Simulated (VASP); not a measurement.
Zn, 2 atoms in the cell. It takes space group P-3m1 (No. 164, trigonal). Conventional cell: a = 2.670 Å, b = 2.670 Å, c = 4.966 Å, α = 90.00°, β = 90.00°, γ = 120.00°. Zn (site symmetry 3m) has 12 Zn at 2.67 to 2.97 Å within 3.5 Å. 

- Program: VASP 6.6.1
- Task: single point
- Functional: PBE
- Potentials or basis: VASP PAW PBE potentials, release 64 (Zn)
- Cutoff: 520 eV
- k mesh: 12 × 12 × 6
- Occupations: fermi-dirac, width 0.1 eV
- Spin: no spin polarisation
- Dipole correction: no
- Further INCAR settings: ALGO = Normal; EDIFF = 1e-06; NBANDS = 19

Potentials or basis: VASP PAW PBE potentials, release 64 (Zn).

Launch:

```sh
$ cat potpaw_PBE.64/Zn/POTCAR > POTCAR
$ mpirun -np 1 vasp_std > vasp.out
```

Hardware: 1 thread of Intel Xeon 8259CL, on a shared host.

Estimate the wall time of this run.

Wall time 56 s on 1 thread of Intel Xeon 8259CL, on a shared host, peak memory 0.17 GiB. Counts: scf iterations 11, k points 100.
